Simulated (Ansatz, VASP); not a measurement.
Zn: VASP beside Ansatz

File INCAR:

```
SYSTEM = Zn
ALGO = Fast
EDIFF = 1E-7
EDIFFG = -0.04
ENCUT = 600
GGA = PE
IBRION = 2
ISIF = 3
ISMEAR = 0
LASPH = .TRUE.
LCHARG = .FALSE.
LREAL = .FALSE.
LWAVE = .FALSE.
NELM = 80
NSW = 90
PREC = Accurate
SIGMA = 0.1
```

KPOINTS

```
k-points
0
G
  9 9 9
  0 0 0
```

File POSCAR:

```
Zn
1.0
    2.0514463708      1.1844031144      1.1399471466
   -2.0514463708      1.1844031144      1.1399471466
    0.0000000000     -2.3688062288      1.1399471466
Zn
1
Direct
    0.5000000000      0.5000000000      0.5000000000
```

Input for Ansatz:

```yaml
crystal:
  lattice:
    - [2.0514463708, 1.1844031144, 1.1399471466]
    - [-2.0514463708, 1.1844031144, 1.1399471466]
    - [0.0, -2.3688062288, 1.1399471466]
  atoms:
    - { symbol: Zn, position: [0.5, 0.5, 0.5] }
basis:
  ecutwfc: 420
kpoints:
  mp_grid: { grid: [9, 9, 9] }
hamiltonian:
  xc: pbe
scf:
  occupations: { method: gaussian, width: 0.1 }
  lower_state_search: "off"
output:
  forces: true
  stress: true
  eigenvalues: true
relax:
  adjacent_minimum: "off"
  f_tol: 0.04
  max_steps: 70
  cell: { stress_tol: 0.4 }
```

Alike in both runs: task relaxation of cell and atoms; functional PBE; k mesh 9 × 9 × 9; occupations gaussian, width 0.1 eV; no spin polarisation.

|  | VASP | Ansatz |
| --- | --- | --- |
| version | VASP 6.6.1 | Ansatz 0.2.0 |
| potentials or method | VASP PAW PBE potentials, release 64 (Zn), cutoff 600 eV | scalar-relativistic, plane waves, PAW |
| valence electrons in the cell | 12 | 12 |

```csv
,VASP,Ansatz,Ansatz less VASP
"gap on the k mesh at the Fermi level, each at its own relaxed structure (eV)",none,none,-
relaxed volume (Å³/atom),15.80,15.76,-0.038
relaxed cell length with the largest relative difference (Å),2.643,2.642,-0.0016
```

A gap of «none» marks a metal or a gap that the smearing closes.
